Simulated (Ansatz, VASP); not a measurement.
# Si3Sn: VASP beside Ansatz

```
Si Sn
1.0
     2.02392    1.16851    6.63367
    -2.02392    1.16851    6.63367
     0.00000   -2.33702    6.63367
Si Sn
3 1
Direct
  0.00613 0.00613 0.00613
  0.49319 0.49319 0.49319
  0.37534 0.37534 0.37534
  0.87533 0.87533 0.87533
```

Alike in both runs: task single point; functional LDA; k mesh 6 × 6 × 6; no spin polarisation.

|  | VASP | Ansatz |
| --- | --- | --- |
| version | VASP 6.6.1 | Ansatz 0.2.0 |
| potentials or method | VASP PAW LDA potentials, release 64 (Si, Sn_d) | plane waves, PAW |
| plane-wave cutoff (eV) | 520 | 420 |
| occupations | gaussian, width 0.01 eV | fixed |
| valence electrons in the cell | 26 | 26 |

|  | VASP | Ansatz | Ansatz less VASP |
| --- | --- | --- | --- |
| gap on the k mesh at the Fermi level (eV) | 0.11 | 0.11 | -0.002 |

LDA's correlation is that of Perdew and Zunger in VASP and of Perdew and Wang (1992) in Ansatz.
